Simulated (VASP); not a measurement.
# PbS (Fm-3m) in VASP: further runs, part 2 of 2

VASP 6.6.1. The steps go on from the part before.

## 3. Relaxation of cell and atoms, r2SCAN

This run uses another cell than the first one, of 27.10 Å³/atom.

Input file POSCAR:

```
PbS
1.0
    0.0000000000      3.0038467828      3.0038467828
    3.0038467828      0.0000000000      3.0038467828
    3.0038467828      3.0038467828      0.0000000000
Pb S
1 1
Direct
    0.0000000000      0.0000000000      0.0000000000
    0.5000000000      0.5000000000      0.5000000000
```

Input file INCAR.step1:

```
SYSTEM = PbS
PREC = Accurate
ENCUT = 600
ISMEAR = -1
SIGMA = 0.02
LREAL = .False.
LASPH = .True.
NELM = 60
GGA = PE
ALGO = Normal
EDIFF = 1E-4
LWAVE = .True.
LCHARG = .False.
```

Input file INCAR.step2:

```
SYSTEM = PbS
PREC = Accurate
ENCUT = 600
EDIFF = 1E-7
ISMEAR = -1
SIGMA = 0.02
LREAL = .False.
LASPH = .True.
NELM = 60
ALGO = Normal
ISIF = 3
LWAVE = .False.
LCHARG = .False.
METAGGA = R2SCAN
LMIXTAU = .True.
IBRION = 2
NSW = 80
EDIFFG = -0.005
ISTART = 1
```

Input file KPOINTS:

```
Automatic mesh
0
Gamma
  6 6 6
  0 0 0
```

Potentials or basis: VASP PAW PBE potentials, release 64 (Pb_d, S).

Command:

```
> cat potpaw_PBE.64/Pb_d/POTCAR potpaw_PBE.64/S/POTCAR > POTCAR
> cp INCAR.step1 INCAR
> mpirun -np 1 vasp_std > vasp.out
> cp INCAR.step2 INCAR
> mpirun -np 1 vasp_std > vasp.out
```

OUTCAR:

```text
SYSTEM = PbS
   PREC = Accurate
   ENCUT = 600
   EDIFF = 1E-7
   ISMEAR = -1
   LREAL = .False.
   LASPH = .True.
   NELM = 60
   ISIF = 3
   METAGGA = R2SCAN
   IBRION = 2
   NSW = 80
   EDIFFG = -0.005
   ISTART = 1

 ion  position               nearest neighbor table
   1  0.000  0.000  0.000-   2 3.00   2 3.00   2 3.00   2 3.00   2 3.00   2 3.00
   2  0.500  0.500  0.500-   1 3.00   1 3.00   1 3.00   1 3.00   1 3.00   1 3.00

  LATTYP: Found a face centered cubic cell.
 ALAT       =     6.0076935656

  Lattice vectors:

 A1 = (   0.0000000000,   3.0038467828,   3.0038467828)
 A2 = (   3.0038467828,   0.0000000000,   3.0038467828)
 A3 = (   3.0038467828,   3.0038467828,   0.0000000000)

Analysis of symmetry for initial positions (statically):
=====================================================================
 Subroutine PRICEL returns:
 Original cell was already a primitive cell.

 Routine SETGRP: Setting up the symmetry group for a
 face centered cubic supercell.

 Subroutine GETGRP returns: Found 48 space group operations
 (whereof 48 operations were pure point group operations)
 out of a pool of 48 trial point group operations.

The static configuration has the point symmetry O_h .

Analysis of symmetry for dynamics (positions and initial velocities):
=====================================================================
 Subroutine PRICEL returns:
 Original cell was already a primitive cell.

 Routine SETGRP: Setting up the symmetry group for a
 face centered cubic supercell.

 Subroutine GETGRP returns: Found 48 space group operations
 (whereof 48 operations were pure point group operations)
 out of a pool of 48 trial point group operations.

The dynamic configuration has the point symmetry O_h .

 Subroutine INISYM returns: Found 48 space group operations
 (whereof 48 operations are pure point group operations),
 and found     1 'primitive' translations

----------------------------------------------------------------------------------------

                                     Primitive cell
[... 98 lines left out ...]
   EFERMI_NEDOS =   21; number of points for ismear=-14 and -15
   IALGO  =     38    algorithm
   IMIX   =      4    mixing-type and parameters
     AMIX     =   0.40;   BMIX     =  1.00
     AMIX_MAG =   1.60;   BMIX_MAG =  1.00
  volume/ion in A,a.u.               =      27.10       182.91
  Fermi-wavevector in a.u.,A,eV,Ry     =   1.174168  2.218857 18.757964  1.378671
  Thomas-Fermi vector in A             =   2.310570
   LORBIT       =      0    0 simple, 1 ext, 2 COOP (PROOUT), +10 PAW based schemes
   METAGGA = R2SCAN    functional components
   LHFCALC =     F    Hartree Fock is set to
   AEXX    =    0.0000 exact exchange contribution
   IVDW    =     0    specifies the selected vdW correction
   LEPSILON=     F    determine dielectric tensor
   LRPA    =     F    only Hartree local field effects (RPA)
 conjugate gradient relaxation of ions
 non-spin polarized calculation
  energy-cutoff  :      600.00
  volume of cell :       54.21
 maximum number of plane-waves:      1821
 NGX is ok and might be reduce to    36
   NGX = 17   NGY = 17   NGZ = 17

--------------------------------------- Ionic step        1  -------------------------------------------

 number of electron      19.9999998 magnetization

 Free energy of the ion-electron system (eV)
  ---------------------------------------------------
  ext. energy  EPLUGINS =         0.00000000
  ---------------------------------------------------
  free energy    TOTEN  =       -65.61117053 eV

  energy without entropy =      -65.61117053  energy(sigma->0) =      -65.61117053

------------------------ aborting loop because EDIFF is reached ----------------------------------------

  FORCE on cell =-STRESS in cart. coord.  units (eV):
  Direction    XX          YY          ZZ          XY          YZ          ZX
  --------------------------------------------------------------------------------------
  -------------------------------------------------------------------------------------
  Total       -0.3110849     -0.3110849     -0.3110849      0.0000000      0.0000000     -0.0000000
  in kB       -9.1944600     -9.1944600     -9.1944600      0.0000000      0.0000000     -0.0000000
  external PRESSURE =      -9.1944600 kB  Pullay stress =       0.0000000 kB
[... 59 lines left out ...]
--------------------------------------- Ionic step        3  -------------------------------------------

 number of electron      20.0000000 magnetization

 Free energy of the ion-electron system (eV)
  ---------------------------------------------------
  ext. energy  EPLUGINS =         0.00000000
  ---------------------------------------------------
  free energy    TOTEN  =       -65.61373816 eV

  energy without entropy =      -65.61373816  energy(sigma->0) =      -65.61373816

 E-fermi :   5.7431     XC(G=0): -10.1450

 val. band max:        5.3910721421   @ k =   0.5000   0.0000   0.0000
 cond. band min:       6.0953447662   @ k =   0.5000   0.0000   0.0000
 fundamental gap:      0.7042726241
 Fermi energy:         5.7430643437

 k-point     1 :       0.0000    0.0000    0.0000
  band No.  band energies     occupation
      1     -12.0039      2.00000
      2     -12.0039      2.00000
      3     -12.0039      2.00000
      4     -11.9874      2.00000
      5     -11.9874      2.00000
      6      -8.6009      2.00000
      7      -0.7348      2.00000
      8       3.1932      2.00000
      9       3.1932      2.00000
     10       3.1932      2.00000
     11      10.9037      0.00000
     12      10.9037      0.00000
     13      10.9037      0.00000
     14      12.6049      0.00000
[... 282 lines left out ...]
  FREE ENERGIE OF THE ION-ELECTRON SYSTEM (eV)
  ---------------------------------------------------
  free  energy   TOTEN  =       -65.6137381582 eV

  energy  without entropy=      -65.6137381576  energy(sigma->0) =      -65.61373816

 reached required accuracy - stopping structural energy minimisation
```

Wall time 2.2 min (1 thread of Intel Xeon Platinum 8488C (Sapphire Rapids), shared host); peak memory 0.23 GiB.

What came out:

```
Free energy                           : -65.6137 eV
Relaxed volume                        : 26.66 Å³/atom
Relaxed cell                          : a = 4.225 Å, b = 4.225 Å, c = 4.225 Å, α = 60.00°, β = 60.00°, γ = 60.00°
Space group after relaxing (to 0.1 Å) : Fm-3m (No. 225)
Energy gained by relaxing             : 1.3 meV/atom
Ionic steps                           : 3
Pressure after relaxing               : 0.0 GPa
Band gap on the k mesh                : 0.70 eV
```

The path:
| step | energy change (eV) | largest force (eV/Å) | pressure (GPa) | volume (Å³) |
| --- | --- | --- | --- | --- |
| 1 | 0.0000 | 0.0000 | -0.92 | 54.21 |
| 2 | -0.0022 | 0.0000 | 0.37 | 53.00 |
| 3 | -0.0026 | 0.0000 | 0.00 | 53.33 |

Final structure:
```cif
data_structure
_symmetry_space_group_name_H-M 'P 1'
_symmetry_Int_Tables_number 1
_cell_length_a 4.2249
_cell_length_b 4.2249
_cell_length_c 4.2249
_cell_angle_alpha 60.000
_cell_angle_beta 60.000
_cell_angle_gamma 60.000
_cell_volume 53.33
loop_
_atom_site_label
_atom_site_type_symbol
_atom_site_fract_x
_atom_site_fract_y
_atom_site_fract_z
_atom_site_occupancy
Pb1 Pb 0.00000 0.00000 0.00000 1
S1 S 0.50000 0.50000 0.50000 1
```

Caveat: the PAW data sets were made with another functional, which shifts forces and pressure a little; spin-orbit coupling is left out, which moves the levels of the heavy elements. A k mesh can miss the band edges.

## 4. Single point, PBE, non-collinear spin, zero start, spin-orbit coupling

Input file INCAR:

```
SYSTEM = PbS
ALGO = Normal ; EDIFF = 1E-6
ENCUT = 520 ; GGA = PE
GGA_COMPAT = .FALSE. ; ISIF = 2
ISMEAR = -1 ; LASPH = .TRUE.
LCHARG = .FALSE. ; LORBIT = 11
LORBMOM = .TRUE. ; LREAL = .FALSE.
LSORBIT = .TRUE. ; LWAVE = .FALSE.
MAGMOM = 0 0 0 0 0 0 ; NBANDS = 32
NELM = 150 ; PREC = Accurate
SIGMA = 0.02
```

Input file KPOINTS:

```
k-points
0
G
  8 8 8
  0 0 0
```

Input file POSCAR:

```
PbS
1.0
    0.0000000000      2.9872321667      2.9872321667
    2.9872321667      0.0000000000      2.9872321667
    2.9872321667      2.9872321667      0.0000000000
Pb S
1 1
Direct
    0.0000000000      0.0000000000      0.0000000000
    0.5000000000      0.5000000000      0.5000000000
```

Potentials or basis: VASP PAW PBE potentials, release 64 (Pb_d, S).

Command:

```
> cat potpaw_PBE.64/Pb_d/POTCAR potpaw_PBE.64/S/POTCAR > POTCAR
> mpirun -np 1 vasp_ncl > vasp.out
```

OUTCAR:

```text
SYSTEM = PbS
   EDIFF = 1E-6
   ENCUT = 520
   GGA = PE
   ISIF = 2
   ISMEAR = -1
   LASPH = .TRUE.
   LORBIT = 11
   LREAL = .FALSE.
   LSORBIT = .TRUE.
   NELM = 150
   PREC = Accurate

 ion  position               nearest neighbor table
   1  0.000  0.000  0.000-   2 2.99   2 2.99   2 2.99   2 2.99   2 2.99   2 2.99
   2  0.500  0.500  0.500-   1 2.99   1 2.99   1 2.99   1 2.99   1 2.99   1 2.99

  LATTYP: Found a face centered cubic cell.
 ALAT       =     5.9744643334

  Lattice vectors:

 A1 = (   0.0000000000,   2.9872321667,   2.9872321667)
 A2 = (   2.9872321667,   0.0000000000,   2.9872321667)
 A3 = (   2.9872321667,   2.9872321667,   0.0000000000)

[... 1130 lines left out ...]
     0.0000000     0.0000000     0.0000000     0.0000000     0.0000000
 l=   3
     0.0000000     0.0000000     0.0000000     0.0000000     0.0000000     0.0000000     0.0000000
     0.0000000     0.0000000     0.0000000     0.0000000     0.0000000     0.0000000     0.0000000
     0.0000000     0.0000000     0.0000000     0.0000000     0.0000000     0.0000000     0.0000000
     0.0000000     0.0000000     0.0000000     0.0000000     0.0000000     0.0000000     0.0000000
     0.0000000     0.0000000     0.0000000     0.0000000     0.0000000     0.0000000     0.0000000
     0.0000000     0.0000000     0.0000000     0.0000000     0.0000000     0.0000000     0.0000000
     0.0000000     0.0000000     0.0000000     0.0000000     0.0000000     0.0000000     0.0000000

 total charge

# of ion       s       p       d       tot
------------------------------------------
    1        1.481   0.514   9.846  11.840
    2        1.352   2.325   0.000   3.677
--------------------------------------------------
tot          2.833   2.838   9.846  15.517

 magnetization (x)

# of ion       s       p       d       tot
------------------------------------------
    1        0.000  -0.000   0.000  -0.000
    2       -0.000   0.000   0.000  -0.000
--------------------------------------------------
tot         -0.000  -0.000   0.000  -0.000

 magnetization (y)

# of ion       s       p       d       tot
------------------------------------------
    1       -0.000   0.000   0.000  -0.000
    2       -0.000   0.000   0.000  -0.000
--------------------------------------------------
tot         -0.000   0.000   0.000  -0.000

 magnetization (z)

# of ion       s       p       d       tot
------------------------------------------
    1        0.000  -0.000   0.000  -0.000
    2        0.000   0.000   0.000   0.000
--------------------------------------------------
tot          0.000  -0.000   0.000  -0.000
```

Wall time 73 s (1 thread of Intel Xeon Platinum 8488C (Sapphire Rapids), shared host); peak memory 0.34 GiB.

What came out:

```
Free energy                                           : -9.1443 eV
Pressure                                              : 0.7 GPa
Net moment                                            : 0.00 μB per cell
Valence electrons inside the program's atomic spheres : Pb 11.84; S 3.68
```

Moments on the atoms (μB; x, y, z):
```
Pb  0.00 0.00 0.00
S   0.00 0.00 0.00
```

## 5. Single point, HSE06

Input file POSCAR:

```
PbS
1.0
    0.0000000000      2.9856292721      2.9856292721
    2.9856292721      0.0000000000      2.9856292721
    2.9856292721      2.9856292721      0.0000000000
Pb S
1 1
Direct
    0.0000000000      0.0000000000      0.0000000000
    0.5000000000      0.5000000000      0.5000000000
```

Input file INCAR.step1:

```
PREC = Accurate
ENCUT = 520
EDIFF = 1E-5
ISMEAR = -1
SIGMA = 0.02
LREAL = F
LASPH = T
NELM = 100
ALGO = Normal
ISIF = 2
LWAVE = T
LCHARG = F
GGA = PE
NBANDS = 17
```

Input file INCAR.step2:

```
PREC = Accurate
ENCUT = 520
EDIFF = 1E-6
ISMEAR = -1
SIGMA = 0.02
LREAL = F
LASPH = T
NELM = 100
ALGO = Normal
ISIF = 2
LWAVE = F
LCHARG = F
GGA = PE
LHFCALC = T
HFSCREEN = 0.2079
PRECFOCK = Normal
ISTART = 1
NBANDS = 17
```

Input file KPOINTS:

```
regular mesh
0
Gamma
  4 4 4
```

Command:

```
> cat potpaw_PBE.64/Pb_d/POTCAR potpaw_PBE.64/S/POTCAR > POTCAR
> cp INCAR.step1 INCAR
> mpirun -np 1 vasp_std > vasp.out
> cp INCAR.step2 INCAR
> mpirun -np 1 vasp_std > vasp.out
```

Run time: 6 min. Hardware: 1 thread of Intel Xeon Platinum 8488C (Sapphire Rapids), shared host; peak memory 0.28 GiB.

The run converged. Its results:

```yaml
Free_energy: -10.3943 eV
Pressure: -0.1 GPa
Band_gap_on_the_k_mesh: 0.88 eV
```

Levels at points of the mesh, in eV from the valence-band top:
| k point | band 6 | band 7 | band 8 | band 9 | band 10 | band 11 | band 12 | band 13 | band 14 | band 15 |
| --- | --- | --- | --- | --- | --- | --- | --- | --- | --- | --- |
| (0.00, 0.00, 0.00) | -14.93 | -6.42 | -2.41 | -2.41 | -2.41 | 6.01 | 6.01 | 6.01 | 7.50 | 7.50 |
| (0.50, 0.00, 0.00) | -13.66 | -9.51 | -2.03 | -2.03 | 0.00 | 0.88 | 2.55 | 2.55 | 9.46 | 11.15 |
| (0.50, 0.50, 0.00) | -13.21 | -7.65 | -5.65 | -3.77 | -3.77 | 4.48 | 6.43 | 6.52 | 6.52 | 12.20 |

Caveat: the k points lie up to 0.46 Å⁻¹ apart; the PAW data sets were made with another functional, which shifts forces and pressure a little; spin-orbit coupling is left out, which moves the levels of the heavy elements. A k mesh can miss the band edges.

## 6. The runs side by side

| task | level | spin | cell | k mesh | cutoff (eV) | smearing | grid for exact exchange (PRECFOCK) | share of exact exchange | screening parameter | gap on the mesh (eV) | pressure (GPa) |
| --- | --- | --- | --- | --- | --- | --- | --- | --- | --- | --- | --- |
| single point | HSE06 | off | a = 4.225 Å, angles 60.0°, 2 atoms | 6 × 6 × 6 | 520 | gaussian 0.01 eV | Normal | 0.25 | 0.2079 1/Å | 0.88 | -0.3 |
| relaxation of cell and atoms | r2SCAN | off | relaxed from a = 4.248 Å, angles 60.0°, 2 atoms | 6 × 6 × 6 | 600 | fermi-dirac 0.02 eV | - | - | - | 0.70 | 0.0 |
| single point | PBE | non-collinear, zero start, SOC | a = 4.225 Å, angles 60.0°, 2 atoms | 8 × 8 × 8 | 520 | fermi-dirac 0.02 eV | - | - | - | - | 0.7 |
| single point | HSE06 | off | a = 4.222 Å, angles 60.0°, 2 atoms | 4 × 4 × 4 | 520 | fermi-dirac 0.02 eV | Normal | 0.25 | 0.2079 1/Å | 0.88 | -0.1 |

Alike in all rows: potentials or basis VASP PAW PBE potentials, release 64 (Pb_d, S).

Caveats: some runs use coarse meshes; the PAW data sets were made with another functional, which shifts forces and pressure a little (at least some runs); spin-orbit coupling is left out, which moves the levels of the heavy elements (at least some runs).

Absolute energies hang on the potentials; compare differences alone.
